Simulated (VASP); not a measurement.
# KGe3: single point with PBE

The system is KGe3.

```
K Ge
1.0
     6.06539    0.00000    0.00000
     0.00000    6.06539    0.00000
     0.00000    0.00000    6.06539
K Ge
2 6
Direct
  0.50000 0.50000 0.50000
  0.00000 0.00000 0.00000
  0.64985 0.00000 0.00000
  0.35015 0.00000 0.00000
  0.00000 0.64985 0.00000
  0.00000 0.35015 0.00000
  0.00000 0.00000 0.64985
  0.00000 0.00000 0.35015
```

| Property | Result |
| --- | --- |
| Program | VASP 6.6.1 |
| Task | single point |
| Functional | PBE |
| Potentials or basis | VASP PAW PBE potentials, release 64 (K_sv, Ge_d) |
| Cutoff | 520 eV |
| k mesh | 4 × 4 × 4 |
| Occupations | gaussian, width 0.1 eV |
| Spin | no spin polarisation |

```yaml
Pressure: 41.7 GPa
Largest_force: 11.063 eV/Å
Band_gap_on_the_k_mesh: zero (band 51 reaches 3.06 eV, above the bottom of band 52 at 1.86 eV)
```

Forces in eV/Å, atoms in the order of the input:
```
K     0.000   0.000   0.000
K     0.000   0.000   0.000
Ge   11.063   0.000   0.000
Ge  -11.063   0.000   0.000
Ge    0.000  11.063   0.000
Ge    0.000 -11.063   0.000
Ge    0.000   0.000  11.063
Ge    0.000   0.000 -11.063
```

Levels at points of the mesh, in eV from the Fermi level:
| k point | band 47 | band 48 | band 49 | band 50 | band 51 | band 52 | band 53 | band 54 | band 55 | band 56 |
| --- | --- | --- | --- | --- | --- | --- | --- | --- | --- | --- |
| (0.00, 0.00, 0.00) | -0.98 | -0.98 | -0.92 | -0.92 | -0.92 | -0.35 | -0.35 | -0.20 | -0.20 | -0.20 |
| (0.50, 0.00, 0.00) | -2.26 | -1.20 | -1.03 | -0.94 | -0.52 | -0.52 | -0.34 | 3.19 | 3.21 | 3.21 |
| (0.50, 0.50, 0.00) | -2.73 | -1.78 | -1.78 | -0.63 | 0.63 | 1.83 | 1.83 | 3.21 | 3.21 | 3.27 |
| (0.50, 0.50, 0.50) | -3.69 | 0.63 | 0.63 | 0.63 | 0.66 | 0.66 | 0.66 | 2.21 | 3.78 | 3.78 |

Run time: 120 s on 1 thread of Intel(R) Xeon(R) Platinum 8375C CPU @ 2.90GHz (Ice Lake), on a shared host, peak memory 0.38 GiB.

Caveat: forces of over 1 eV/Å act on the atoms, so gaps and moduli don't describe the material at rest.
